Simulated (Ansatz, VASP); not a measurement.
Two plane-wave programs on SnS2

```xyz
3
Lattice="3.7028 0.0000 0.0000 -1.8514 3.2067 0.0000 0.0000 0.0000 6.9446" Properties=species:S:1:pos:R:3 pbc="T T T"
Sn    0.0000    0.0000    0.0000
S     0.0000    2.1378    1.4780
S     1.8514    1.0689    5.4665
```

Alike in both runs: functional PBE; k mesh 9 × 9 × 6; occupations gaussian, width 0.02 eV; no spin polarisation.

Ansatz relaxed the structure, and its values are those at the end. VASP's run is a single point on that final structure, the one shown.

```csv
,VASP,Ansatz
version,VASP 6.6.1,Ansatz 0.2.0
potentials or method,"VASP PAW PBE potentials, release 64 (Sn_d, S), cutoff 500 eV","scalar-relativistic, plane waves, PAW"
valence electrons in the cell,26,26
```

|  | VASP | Ansatz | Ansatz less VASP |
| --- | --- | --- | --- |
| gap on the k mesh at the Fermi level (eV) | 1.60 | 1.60 | +0.001 |
| least direct gap on the mesh (eV) | 1.83 | 1.83 | +0.001 |
| pressure (GPa) | -0.1 | 0.0 | +0.11 |

The functional is the same, so the differences come from potentials, cutoffs and numerics.
